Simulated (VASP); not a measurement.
Here is a VASP 6.6.1 calculation.

The input INCAR:

```
SYSTEM = AgMoSe2
PREC = Accurate ; ENCUT = 520
EDIFF = 1E-7 ; ISMEAR = 0
SIGMA = 0.05 ; LREAL = .FALSE.
LASPH = .TRUE. ; NELM = 150
ALGO = Normal ; ISIF = 2
LWAVE = .FALSE. ; LCHARG = .FALSE.
ISPIN = 2 ; MAGMOM = 0 3 0 0
LORBIT = 11 ; LMAXMIX = 4
LDAU = .TRUE. ; LDAUTYPE = 1
LDAUL = -1 2 -1 ; LDAUU = 0 4 0
LDAUJ = 0 0.5 0 ; LDAUPRINT = 1
GGA = CA ; NBANDS = 30
```

File KPOINTS:

```
Automatic mesh
0
G
  6 6 6
  0 0 0
```

Contents of POSCAR:

```
AgMoSe2
1.0
    1.9741953200      1.1398022000      7.1670823700
   -1.9741953200      1.1398022000      7.1670823700
    0.0000000000     -2.2796044000      7.1670823700
Ag Mo Se
1 1 2
Direct
    0.5000000000      0.5000000000      0.5000000000
    0.0000000000      0.0000000000      0.0000000000
    0.2667000000      0.2667000000      0.2667000000
    0.7333000000      0.7333000000      0.7333000000
```

Potentials or basis: VASP PAW LDA potentials, release 64 (Ag, Mo_sv, Se).

Launch:

```console
$ cat potpaw_LDA.64/Ag/POTCAR potpaw_LDA.64/Mo_sv/POTCAR potpaw_LDA.64/Se/POTCAR > POTCAR
$ mpirun -np 1 vasp_std > vasp.out
```

(1) Estimate the site moments.

(2) What does it give for the band gap on the k mesh?

## Answers

(1) Ag +0.03; Mo +2.63; Se -0.01 μB.

(2) 0.93 eV (least direct gap 1.20 eV).

Caveat: the cell stands under tension.
